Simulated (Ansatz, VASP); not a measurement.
One calculation of CdS, two programs

```
CELL_PARAMETERS angstrom
0.00000 2.96361 2.96361
2.96361 0.00000 2.96361
2.96361 2.96361 0.00000
ATOMIC_POSITIONS crystal
Cd 0.00000 0.00000 0.00000
S 0.25000 0.25000 0.25000
```

Alike in both runs: functional PBE; k mesh 8 × 8 × 8; occupations gaussian, width 0.02 eV; no spin polarisation.

Ansatz relaxed the structure, and its values are those at the end. VASP's run is a single point on that final structure, the one shown.

|  | VASP | Ansatz |
| --- | --- | --- |
| version | VASP 6.6.1 | Ansatz 0.2.0 |
| potentials or method | VASP PAW PBE potentials, release 64 (Cd, S), cutoff 500 eV | scalar-relativistic, all-electron LAPW |

|  | VASP | Ansatz | Ansatz less VASP |
| --- | --- | --- | --- |
| gap on the k mesh at the Fermi level (eV) | 1.04 | 1.04 | -0.002 |
| least direct gap on the mesh (eV) | 1.04 | 1.04 | -0.002 |
| pressure (GPa) | 0.3 | 0.0 | -0.26 |

Ansatz ran all-electron here, and VASP with PAW potentials.
